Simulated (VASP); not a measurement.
# Mg6O5 (a cell with a defect) in VASP: single point with PBE

Aim: the single point of Mg6O5 (a cell with a defect) with PBE.

Program: VASP 6.6.1. These are calculated values, not measurements. Logs are shortened: lines on timing, memory, paths and dates and some standing lists are left out, and cuts for length are marked.

### Step 1. The cell of the first run

The cell holds a defect, 11 atoms: a = 5.634 Å, b = 5.634 Å, c = 5.634 Å, α = 90.00°, β = 90.00°, γ = 90.00°.

### Step 2. Single point, PBE (atoms taken out)

Contents of INCAR:

```
ALGO = Normal ; EDIFF = 1E-6
ENCUT = 620 ; GGA = PE
GGA_COMPAT = False ; ISIF = 2
ISMEAR = 0 ; LASPH = True
LCHARG = False ; LREAL = False
LWAVE = False ; NBANDS = 56
NELM = 120 ; PREC = Accurate
SIGMA = 0.05
```

Contents of KPOINTS:

```
k-points
0
Gamma
  4 4 4
```

Contents of POSCAR:

```
Mg6O5
1.0
    5.6337039799      0.0000000000      0.0000000000
    0.0000000000      5.6337039799      0.0000000000
    0.0000000000      0.0000000000      5.6337039799
Mg O
6 5
Direct
    0.2500000000      0.0000000000      0.5000000000
    0.0000000000      0.5000000000      0.2500000000
    0.5000000000      0.7500000000      0.0000000000
    0.7500000000      0.0000000000      0.5000000000
    0.0000000000      0.5000000000      0.7500000000
    0.5000000000      0.2500000000      0.0000000000
    0.5000000000      0.0000000000      0.2500000000
    0.0000000000      0.7500000000      0.5000000000
    0.6000000000      0.5177503114      0.0000000000
    0.5000000000      0.0000000000      0.7500000000
    0.0000000000      0.2500000000      0.5000000000
```

Potentials or basis: VASP PAW PBE potentials, release 64 (Mg_sv, O).

On the command line:

```
$ cat potpaw_PBE.64/Mg_sv/POTCAR potpaw_PBE.64/O/POTCAR > POTCAR
$ mpirun -np 1 vasp_std > vasp.out
```

OUTCAR:

```text
EDIFF = 1E-6
   ENCUT = 620
   GGA = PE
   ISIF = 2
   ISMEAR = 0
   LASPH = True
   LREAL = False
   NELM = 120
   PREC = Accurate

 ion  position               nearest neighbor table
   1  0.250  0.000  0.500-   7 1.99   8 1.99  10 1.99  11 1.99
   2  0.000  0.500  0.250-   8 1.99  11 1.99
   3  0.500  0.750  0.000-   9 1.42   7 1.99  10 1.99
   4  0.750  0.000  0.500-   7 1.99   8 1.99  10 1.99  11 1.99
   5  0.000  0.500  0.750-   8 1.99  11 1.99
   6  0.500  0.250  0.000-   9 1.61   7 1.99  10 1.99
   7  0.500  0.000  0.250-   1 1.99   3 1.99   4 1.99   6 1.99
   8  0.000  0.750  0.500-   1 1.99   2 1.99   4 1.99   5 1.99
   9  0.600  0.518  0.000-   3 1.42   6 1.61
  10  0.500  0.000  0.750-   1 1.99   3 1.99   4 1.99   6 1.99
  11  0.000  0.250  0.500-   1 1.99   2 1.99   4 1.99   5 1.99

  LATTYP: Found a simple cubic cell.
 ALAT       =     5.6337039799

  Lattice vectors:

 A1 = (   5.6337039799,   0.0000000000,   0.0000000000)
 A2 = (   0.0000000000,   5.6337039799,   0.0000000000)
 A3 = (   0.0000000000,   0.0000000000,   5.6337039799)

Analysis of symmetry for initial positions (statically):
=====================================================================
 Subroutine PRICEL returns:
 Original cell was already a primitive cell.

 Routine SETGRP: Setting up the symmetry group for a
 simple cubic supercell.

 Subroutine GETGRP returns: Found  2 space group operations
 (whereof  2 operations were pure point group operations)
 out of a pool of 48 trial point group operations.

The static configuration has the point symmetry C_1h.

Analysis of symmetry for dynamics (positions and initial velocities):
=====================================================================
 Subroutine PRICEL returns:
 Original cell was already a primitive cell.

 Routine SETGRP: Setting up the symmetry group for a
 simple cubic supercell.

 Subroutine GETGRP returns: Found  2 space group operations
 (whereof  2 operations were pure point group operations)
 out of a pool of 48 trial point group operations.

The dynamic configuration has the point symmetry C_1h.

 Subroutine INISYM returns: Found  2 space group operations
 (whereof  2 operations are pure point group operations),
 and found     1 'primitive' translations

----------------------------------------------------------------------------------------

                                     Primitive cell

  volume of cell :     178.8060
[... 118 lines left out ...]
   NELECT =      90.0000    total number of electrons
   NUPDOWN=      -1.0000    fix difference up-down
   EMIN   =  10.00;   EMAX   =-10.00  energy-range for DOS
   EFERMI =   0.00;   METHOD = LEGACY
   ISMEAR =     0;   SIGMA  =   0.05  broadening in eV -4-tet -1-fermi 0-gaus
   EFERMI_NEDOS =   21; number of points for ismear=-14 and -15
   IALGO  =     38    algorithm
   IMIX   =      4    mixing-type and parameters
     AMIX     =   0.40;   BMIX     =  1.00
     AMIX_MAG =   1.60;   BMIX_MAG =  1.00
  volume/ion in A,a.u.               =      16.26       109.69
  Fermi-wavevector in a.u.,A,eV,Ry     =   1.302252  2.460899 23.073574  1.695860
  Thomas-Fermi vector in A             =   2.433332
   LORBIT       =      0    0 simple, 1 ext, 2 COOP (PROOUT), +10 PAW based schemes
   GGA     = PE    functional components
   LHFCALC =     F    Hartree Fock is set to
   AEXX    =    0.0000 exact exchange contribution
   IVDW    =     0    specifies the selected vdW correction
   LEPSILON=     F    determine dielectric tensor
   LRPA    =     F    only Hartree local field effects (RPA)
 non-spin polarized calculation
 Gauss-broadening in eV      SIGMA  =   0.05
  energy-cutoff  :      620.00
  volume of cell :      178.81
 maximum number of plane-waves:      6302
 NGX is ok and might be reduce to    48
   NGX = 23   NGY = 23   NGZ = 23

 number of electron      90.0000057 magnetization

 Free energy of the ion-electron system (eV)
  ---------------------------------------------------
  ext. energy  EPLUGINS =         0.00000000
  ---------------------------------------------------
  free energy    TOTEN  =       -53.24953469 eV

  energy without entropy =      -53.24953469  energy(sigma->0) =      -53.24953469

 E-fermi :   2.3684     XC(G=0):  -8.4711

 val. band max:        2.1359845827   @ k =   0.5000   0.5000   0.5000
 cond. band min:       2.6470674566   @ k =   0.0000   0.5000   0.0000
 fundamental gap:      0.5110828739
 Fermi energy:         2.3683705940

 k-point     1 :       0.0000    0.0000    0.0000
  band No.  band energies     occupation
      1     -73.3615      2.00000
      2     -73.3557      2.00000
      3     -72.5333      2.00000
      4     -72.5113      2.00000
      5     -72.2076      2.00000
      6     -71.7853      2.00000
[... 1405 lines left out ...]
     55       9.4597      0.00000
     56       9.7820      0.00000

 [... further k-points ...]

------------------------ aborting loop because EDIFF is reached ----------------------------------------

  FORCE on cell =-STRESS in cart. coord.  units (eV):
  Direction    XX          YY          ZZ          XY          YZ          ZX
  --------------------------------------------------------------------------------------
  -------------------------------------------------------------------------------------
  Total        4.8106841     37.4248772      0.8892455     -7.1212779      0.0000000      0.0000000
  in kB       43.1057648    335.3427303      7.9680158    -63.8096622      0.0000000      0.0000000
  external PRESSURE =     128.8055036 kB  Pullay stress =       0.0000000 kB

 VOLUME and BASIS-vectors are now :
 -----------------------------------------------------------------------------
  energy-cutoff  :      620.00
  volume of cell :      178.81
      direct lattice vectors                 reciprocal lattice vectors
     5.633703980  0.000000000  0.000000000     0.177503114  0.000000000  0.000000000
     0.000000000  5.633703980  0.000000000     0.000000000  0.177503114  0.000000000
     0.000000000  0.000000000  5.633703980     0.000000000  0.000000000  0.177503114

 POSITION                                       TOTAL-FORCE (eV/Angst)
 -----------------------------------------------------------------------------------
      1.40843      0.00000      2.81685         0.118207      0.001870      0.000000
      0.00000      2.81685      1.40843        -0.280769      0.023877      0.216801
      2.81685      4.22528      0.00000        -8.825379     20.001080      0.000000
      4.22528      0.00000      2.81685        -0.148735     -0.025437      0.000000
      0.00000      2.81685      4.22528        -0.280769      0.023877     -0.216801
      2.81685      1.40843      0.00000        -3.005647     -7.311247      0.000000
      2.81685      0.00000      1.40843         0.039501      0.123882      0.073660
      0.00000      4.22528      2.81685        -0.141557     -0.192128      0.000000
      3.38022      2.91685      0.00000        12.666783    -12.969070      0.000000
      2.81685      0.00000      4.22528         0.039501      0.123882     -0.073660
      0.00000      1.40843      2.81685        -0.181136      0.199414      0.000000
 -----------------------------------------------------------------------------------
    total drift:                                0.000670      0.000605      0.000001

  FREE ENERGIE OF THE ION-ELECTRON SYSTEM (eV)
  ---------------------------------------------------
  free  energy   TOTEN  =       -53.2495346851 eV

  energy  without entropy=      -53.2495346851  energy(sigma->0) =      -53.24953469
```

Run time: 7.2 min. Hardware: 1 thread of AMD EPYC 7R43 (Zen 3), shared host; peak memory 0.44 GiB.

Results:

```
Free energy            : -53.2495 eV
Pressure               : 12.9 GPa
Largest force          : 21.862 eV/Å
Band gap on the k mesh : 0.51 eV
```

Forces in eV/Å, atoms in the order of the input:
```
Mg    0.118   0.002   0.000
Mg   -0.281   0.024   0.217
Mg   -8.825  20.001   0.000
Mg   -0.149  -0.025   0.000
Mg   -0.281   0.024  -0.217
Mg   -3.006  -7.311   0.000
O     0.040   0.124   0.074
O    -0.142  -0.192   0.000
O    12.667 -12.969   0.000
O     0.040   0.124  -0.074
O    -0.181   0.199   0.000
```

Stress tensor (GPa, compression positive):
```
 4.31 -6.38  0.00
-6.38 33.53  0.00
 0.00  0.00  0.80
```

Caveat: the cell differs from its parent crystal (atoms taken out); atoms lie so close that the PAW spheres overlap strongly, which falsifies energies and pressures.
